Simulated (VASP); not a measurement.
**Ga: single point with PBEsol**

The system is Ga.

```
Ga
1.0
     1.38300   -4.02650    0.00000
     1.38300    4.02650    0.00000
    -0.11745    0.00000    3.32993
Ga
2
Cartesian
  1.2589 2.9790 2.4919
  1.3540 -2.9564 0.7880
```

This cell differs from its parent crystal: atoms moved at random.

```json
{"Program": "VASP 6.6.1", "Task": "single point", "Functional": "PBEsol", "Potentials or basis": "VASP PAW PBE potentials, release 64 (Ga_d)", "Cutoff": "520 eV", "k mesh": "10 × 10 × 8", "Occupations": "fermi-dirac, width 0.05 eV", "Spin": "no spin polarisation"}
```

```
Pressure               : -1.9 GPa
Largest force          : 0.179 eV/Å
Band gap on the k mesh : zero (bands 13 and 14 overlap by 8.32 eV)
```

Forces in eV/Å, atoms in the order of the input:
```
Ga   0.004 -0.165 -0.069
Ga  -0.004  0.165  0.069
```

Stress tensor (GPa, compression positive):
```
-1.16 -0.02  0.43
-0.02 -1.79  0.12
 0.43  0.12 -2.74
```

Levels at points of the mesh, in eV from the Fermi level:
```csv
k point,band 10,band 11,band 12,band 13,band 14,band 15,band 16,band 17
"(0.00, 0.00, 0.00)",-14.56,-11.23,-2.09,-1.62,1.63,5.42,9.66,10.20
"(0.50, 0.00, 0.00)",-14.58,-6.06,-5.00,-1.37,0.02,5.69,6.59,8.62
"(0.00, 0.50, 0.00)",-14.58,-6.02,-5.07,-1.32,0.00,5.90,6.61,8.24
"(0.50, 0.50, 0.00)",-14.62,-9.12,-8.58,3.97,4.59,5.83,6.05,7.55
"(0.00, 0.00, 0.50)",-14.63,-7.88,-7.69,1.57,1.82,2.43,2.48,11.61
"(0.50, 0.00, 0.50)",-14.58,-2.96,-2.79,-1.70,-1.40,1.85,2.27,4.23
"(0.00, 0.50, 0.50)",-14.58,-2.90,-2.77,-1.62,-1.59,1.66,2.32,4.37
"(0.50, 0.50, 0.50)",-14.70,-6.05,-5.98,-4.42,-4.35,10.69,11.02,11.78
```

It took 3.7 min on 1 thread of Intel(R) Xeon(R) Platinum 8259CL CPU @ 2.50GHz (Skylake/Cascade Lake) (shared host), peak memory 0.35 GiB.

Caveat: the cell differs from its parent crystal (atoms moved at random); the PAW data sets were made with another functional, which shifts forces and pressure a little.
